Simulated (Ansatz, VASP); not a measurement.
**Two plane-wave programs on MgSiSe3**

```
CELL_PARAMETERS angstrom
4.86157 0.00000 0.00000
0.00000 4.86157 0.00000
0.00000 0.00000 4.86157
ATOMIC_POSITIONS crystal
Mg 0.00000 0.00000 0.00000
Si 0.50000 0.50000 0.50000
Se 0.00000 0.50000 0.50000
Se 0.50000 0.00000 0.50000
Se 0.50000 0.50000 0.00000
```

Alike in both runs: functional PBE; k mesh 4 × 4 × 4; occupations gaussian, width 0.1 eV; no spin polarisation.

Ansatz relaxed the structure, and its values are those at the end. VASP's run is a single point on that final structure, the one shown.

|  | VASP | Ansatz |
| --- | --- | --- |
| version | VASP 6.6.1 | Ansatz 0.2.0 |
| potentials or method | VASP PAW PBE potentials, release 64 (Mg, Si, Se), cutoff 520 eV | scalar-relativistic, plane waves, PAW |
| valence electrons in the cell | 24 | 62 |

```csv
,VASP,Ansatz,Ansatz less VASP
gap on the k mesh at the Fermi level (eV),none,none,-
pressure (GPa),0.2,0.1,-0.05
```

A gap of «none» marks a metal or a gap that the smearing closes. The functional is the same, so the differences come from potentials, cutoffs and numerics. VASP's potentials hold 24 valence electrons a cell and Ansatz's 62, so a difference there can come from the potentials and not from the codes.
